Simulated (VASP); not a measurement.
# NaH4 (P6/mmm) in VASP: relaxation of cell and atoms with PBE

Aim: the relaxation of cell and atoms of NaH4 with PBE.

All numbers are computed with VASP 6.6.1; they aren't measurements. Logs are shortened: lines on timing, memory, paths and dates and some standing lists are left out, and cuts for length are marked.

## (1) The cell of the first run

Symmetry: P6/mmm, No. 191, hexagonal system. Conventional cell: a = 3.422 Å, b = 3.422 Å, c = 7.390 Å, α = 90.00°, β = 90.00°, γ = 120.00°. Na (site symmetry 6/mmm) has 12 H at 2.70 Å and 6 Na at 3.42 Å within 3.6 Å. Within 2.6 Å of H (site symmetry 3m) lie 3 H at 1.98 Å.

## (2) Relaxation of cell and atoms, PBE (atoms taken out)

Contents of INCAR:

```
PREC     = Accurate       # precision mode
ENCUT    = 1130           # plane-wave cutoff, eV
EDIFF    = 1E-7           # SCF threshold, eV
ISMEAR   = 0              # smearing method
SIGMA    = 0.1            # smearing width, eV
LREAL    = False          # projectors in reciprocal space
LASPH    = True           # aspherical terms in the spheres
NELM     = 120            # most SCF steps
ALGO     = Normal         # electronic algorithm
ISIF     = 3              # what is computed and relaxed
LWAVE    = False          # write WAVECAR
LCHARG   = False          # write CHGCAR
GGA      = PE             # functional
IBRION   = 2              # ionic algorithm
NSW      = 90             # ionic steps
EDIFFG   = -0.04          # ionic threshold
GGA_COMPAT= False        
NELMIN   = 4
```

Contents of KPOINTS:

```
regular mesh
0
Gamma
  6 6 4
```

Contents of POSCAR:

```
NaH4
1.0
    3.4215189900      0.0000000000      0.0000000000
   -1.7107594900      2.9631223600      0.0000000000
    0.0000000000      0.0000000000      7.3904810100
Na H
1 4
Direct
    0.0000000000      0.0000000000      0.0000000000
    0.3333333300      0.6666666700      0.2500000000
    0.3333333300      0.6666666700      0.7500000000
    0.6666666700      0.3333333300      0.2500000000
    0.6666666700      0.3333333300      0.7500000000
```

Potentials or basis: VASP PAW PBE potentials, release 64 (Na_sv, H).

Started as:

```sh
cat potpaw_PBE.64/Na_sv/POTCAR potpaw_PBE.64/H/POTCAR > POTCAR
mpirun -np 1 vasp_std > vasp.out
```

OUTCAR:

```text
PREC = Accurate
   ENCUT = 1130
   EDIFF = 1E-7
   ISMEAR = 0
   LREAL = False
   LASPH = True
   NELM = 120
   ISIF = 3
   GGA = PE
   IBRION = 2
   NSW = 90
   EDIFFG = -0.04
   NELMIN = 4

 ion  position               nearest neighbor table
   1  0.000  0.000  0.000-
   2  0.333  0.667  0.250-
   3  0.333  0.667  0.750-
   4  0.667  0.333  0.250-
   5  0.667  0.333  0.750-

  LATTYP: Found a hexagonal cell.
 ALAT       =     3.4215189900
 C/A-ratio  =     2.1599999975

  Lattice vectors:

 A1 = (   3.4215189900,   0.0000000000,   0.0000000000)
 A2 = (  -1.7107594900,   2.9631223600,   0.0000000000)
 A3 = (   0.0000000000,   0.0000000000,   7.3904810100)

Analysis of symmetry for initial positions (statically):
=====================================================================
 Subroutine PRICEL returns:
 Original cell was already a primitive cell.

 Routine SETGRP: Setting up the symmetry group for a
 hexagonal supercell.

 Subroutine GETGRP returns: Found 24 space group operations
 (whereof 24 operations were pure point group operations)
 out of a pool of 24 trial point group operations.

The static configuration has the point symmetry D_6h.

Analysis of symmetry for dynamics (positions and initial velocities):
=====================================================================
 Subroutine PRICEL returns:
 Original cell was already a primitive cell.

 Routine SETGRP: Setting up the symmetry group for a
 hexagonal supercell.

 Subroutine GETGRP returns: Found 24 space group operations
 (whereof 24 operations were pure point group operations)
 out of a pool of 24 trial point group operations.

The dynamic configuration has the point symmetry D_6h.

 Subroutine INISYM returns: Found 24 space group operations
 (whereof 24 operations are pure point group operations),
 and found     1 'primitive' translations

----------------------------------------------------------------------------------------

                                     Primitive cell

  volume of cell :      74.9275

  direct lattice vectors                    reciprocal lattice vectors
     3.421518990  0.000000000  0.000000000     0.292267850  0.168740922  0.000000000
    -1.710759490  2.963122360  0.000000000     0.000000000  0.337481845  0.000000000
     0.000000000  0.000000000  7.390481010     0.000000000  0.000000000  0.135309190
[... 76 lines left out ...]
 SYSTEM =  unknown system
   PREC   = accura    normal or accurate (medium, high low for compatibility)
   ISTART =      0    job   : 0-new  1-cont  2-samecut
   ICHARG =      2    charge: 1-file 2-atom 10-const
   ISPIN  =      1    spin polarized calculation?
   LNONCOLLINEAR =      F non collinear calculations
   LSORBIT =      F    spin-orbit coupling
   LASPH  =      T    aspherical Exc in radial PAW
   ENCUT  = 1130.0 eV  83.05 Ry    9.11 a.u.   9.38  9.38 20.26*2*pi/ulx,y,z
   NELM   =    120;   NELMIN=  4; NELMDL= -5     # of ELM steps
   EDIFF  = 0.1E-06   stopping-criterion for ELM
   LREAL  =      F    real-space projection
   EDIFFG = -.4E-01   stopping-criterion for IOM
   NSW    =     90    number of steps for IOM
   IBRION =      2    ionic relax: 0-MD 1-quasi-New 2-CG
   NFREE  =      1    steps in history (QN), initial steepest desc. (CG)
   ISIF   =      3    stress and relaxation
   ISYM   =      2    0-nonsym 1-usesym 2-fastsym
   POTIM  = 0.5000    time-step for ionic-motion
   TEBEG  =    0.0;   TEEND  =   0.0 temperature during run
   PSTRESS=    0.0 pullay stress
   NELECT =      13.0000    total number of electrons
   NUPDOWN=      -1.0000    fix difference up-down
   EMIN   =  10.00;   EMAX   =-10.00  energy-range for DOS
   EFERMI =   0.00;   METHOD = LEGACY
   ISMEAR =     0;   SIGMA  =   0.10  broadening in eV -4-tet -1-fermi 0-gaus
   EFERMI_NEDOS =   21; number of points for ismear=-14 and -15
   IALGO  =     38    algorithm
   IMIX   =      4    mixing-type and parameters
     AMIX     =   0.40;   BMIX     =  1.00
     AMIX_MAG =   1.60;   BMIX_MAG =  1.00
  volume/ion in A,a.u.               =      14.99       101.13
  Fermi-wavevector in a.u.,A,eV,Ry     =   0.913080  1.725471 11.343384  0.833715
  Thomas-Fermi vector in A             =   2.037550
   LORBIT       =      0    0 simple, 1 ext, 2 COOP (PROOUT), +10 PAW based schemes
   GGA     = PE    functional components
   LHFCALC =     F    Hartree Fock is set to
   AEXX    =    0.0000 exact exchange contribution
   IVDW    =     0    specifies the selected vdW correction
   LEPSILON=     F    determine dielectric tensor
   LRPA    =     F    only Hartree local field effects (RPA)
 conjugate gradient relaxation of ions
 non-spin polarized calculation
 Gauss-broadening in eV      SIGMA  =   0.10
  energy-cutoff  :     1130.00
  volume of cell :       74.93
 maximum number of plane-waves:      6488
 NGX is ok and might be reduce to    40
   NGX = 19   NGY = 19   NGZ = 41

--------------------------------------- Ionic step        1  -------------------------------------------

 number of electron      13.0000003 magnetization

 Free energy of the ion-electron system (eV)
  ---------------------------------------------------
  ext. energy  EPLUGINS =         0.00000000
  ---------------------------------------------------
  free energy    TOTEN  =        -9.94423949 eV

  energy without entropy =       -9.93315957  energy(sigma->0) =       -9.93869953

------------------------ aborting loop because EDIFF is reached ----------------------------------------

  FORCE on cell =-STRESS in cart. coord.  units (eV):
  Direction    XX          YY          ZZ          XY          YZ          ZX
  --------------------------------------------------------------------------------------
  -------------------------------------------------------------------------------------
  Total       -3.5711689     -3.5711688     -3.2981794     -0.0000000      0.0000000      0.0000000
  in kB      -76.3624268    -76.3624266    -70.5250834     -0.0000001      0.0000000      0.0000000
  external PRESSURE =     -74.4166456 kB  Pullay stress =       0.0000000 kB
[... 143 lines left out ...]
--------------------------------------- Ionic step        5  -------------------------------------------

 number of electron      12.9999999 magnetization

 Free energy of the ion-electron system (eV)
  ---------------------------------------------------
  ext. energy  EPLUGINS =         0.00000000
  ---------------------------------------------------
  free energy    TOTEN  =       -11.04753949 eV

  energy without entropy =      -11.03978217  energy(sigma->0) =      -11.04366083

 E-fermi :  -0.4272     XC(G=0):  -7.6480

 val. band max:       -0.4548639864   @ k =   0.3333   0.1667   0.5000
 cond. band min:      -0.4082937611   @ k =   0.5000   0.0000   0.5000
 fundamental gap:      0.0465702252
 Fermi energy:        -0.4272241624

 k-point     1 :       0.0000    0.0000    0.0000
  band No.  band energies     occupation
      1     -52.0107      2.00000
      2     -23.9170      2.00000
      3     -23.8171      2.00000
      4     -23.8171      2.00000
      5      -8.3287      2.00000
      6      -6.9323      2.00000
      7       1.5365      0.00000
      8       6.9773      0.00000
      9       7.5107      0.00000
     10       8.7916      0.00000
[... 290 lines left out ...]
  FREE ENERGIE OF THE ION-ELECTRON SYSTEM (eV)
  ---------------------------------------------------
  free  energy   TOTEN  =       -11.0475394945 eV

  energy  without entropy=      -11.0397821687  energy(sigma->0) =      -11.04366083

 reached required accuracy - stopping structural energy minimisation
```

OSZICAR:

```text
N       E                     dE             d eps       ncg     rms          rms(c)
DAV:   1     0.164080518734E+03    0.16408E+03   -0.74717E+03   420   0.188E+03
DAV:   2    -0.161283931988E+01   -0.16569E+03   -0.15945E+03   672   0.321E+02
DAV:   3    -0.985727786974E+01   -0.82444E+01   -0.82287E+01   462   0.963E+01
[... 53 lines left out ...]
DAV:   5    -0.110475394002E+02   -0.35227E-04   -0.86116E-04   608   0.269E-01    0.441E-02
DAV:   6    -0.110475387362E+02    0.66403E-06   -0.89800E-06   444   0.484E-02    0.209E-02
DAV:   7    -0.110475394067E+02   -0.67055E-06   -0.91093E-06   444   0.602E-02    0.647E-04
DAV:   8    -0.110475395451E+02   -0.13839E-06   -0.97516E-08   318   0.503E-03    0.586E-04
DAV:   9    -0.110475394945E+02    0.50600E-07   -0.30097E-08   294   0.262E-03
   5 F= -.11047539E+02 E0= -.11043661E+02  d E =-.110330E+01
```

CONTCAR:

```text
NaH4
   1.00000000000000
     2.8851697594893522   -0.0000000009050406    0.0000000000000000
    -1.4425848763122524    2.4986303038207036    0.0000000000000000
    -0.0000000000000000    0.0000000000000000    6.3205265370168764
  Na              H
     1     4
Direct
     0.0000000000000000    0.0000000000000000    0.0000000000000000
     0.3333333300000021    0.6666666699999979    0.2371359766851792
     0.3333333300000021    0.6666666699999979    0.7628640233148208
     0.6666666699999979    0.3333333300000021    0.2371359766851792
     0.6666666699999979    0.3333333300000021    0.7628640233148208

  0.00000000E+00  0.00000000E+00  0.00000000E+00
  0.00000000E+00  0.00000000E+00  0.00000000E+00
  0.00000000E+00  0.00000000E+00  0.00000000E+00
  0.00000000E+00  0.00000000E+00  0.00000000E+00
  0.00000000E+00  0.00000000E+00  0.00000000E+00
```

It took 2.1 min on 1 thread of AMD EPYC 9R45 (Zen 5), shared host; peak memory 0.36 GiB.

What came out:

```yaml
Free_energy: -11.0475 eV
Relaxed_volume: 9.11 Å³/atom
Relaxed_cell: a = 2.885 Å, b = 2.885 Å, c = 6.321 Å, α = 90.00°, β = 90.00°, γ = 120.00°
Space_group_after_relaxing_to_0.1_Å: P6/mmm (No. 191)
Energy_gained_by_relaxing: 220.7 meV/atom
Ionic_steps: 5
Pressure_after_relaxing: -0.1 GPa
Largest_force_after_relaxing: 0.006 eV/Å
Band_gap_on_the_k_mesh: zero (an odd number of electrons rules out a gap without spin polarisation)
```

Forces on the atoms (eV/Å):
```
Na   0.000  0.000  0.000
H    0.000  0.000 -0.006
H    0.000  0.000  0.006
H    0.000  0.000 -0.006
H    0.000  0.000  0.006
```

Stress tensor (GPa, compression positive):
```
 0.14  0.00  0.00
 0.00  0.14  0.00
 0.00  0.00 -0.65
```

Step by step:
```csv
step,energy change (eV),largest force (eV/Å),pressure (GPa),volume (Å³)
1,0.0000,0.4180,-7.44,74.93
2,-0.3658,0.3780,-7.14,67.63
3,-1.0775,0.0990,-2.26,48.61
4,-1.0944,0.0631,1.56,43.72
5,-1.1033,0.0058,-0.13,45.56
```

Final structure:
```cif
data_structure
_symmetry_space_group_name_H-M 'P 1'
_symmetry_Int_Tables_number 1
_cell_length_a 2.8852
_cell_length_b 2.8852
_cell_length_c 6.3205
_cell_angle_alpha 90.000
_cell_angle_beta 90.000
_cell_angle_gamma 120.000
_cell_volume 45.56
loop_
_atom_site_label
_atom_site_type_symbol
_atom_site_fract_x
_atom_site_fract_y
_atom_site_fract_z
_atom_site_occupancy
Na1 Na 0.00000 0.00000 0.00000 1
H1 H 0.33333 0.66667 0.23714 1
H2 H 0.33333 0.66667 0.76286 1
H3 H 0.66667 0.33333 0.23714 1
H4 H 0.66667 0.33333 0.76286 1
```

Caveat: the cell differs from its parent crystal (atoms taken out); the volume moved by over 15 % at a fixed basis, so the end points are rough; an odd number of electrons without spin polarisation forces a metal; a magnetic or distorted state may lie lower.

The gap in the log of VASP goes by the Fermi energy; the results here count the filled bands.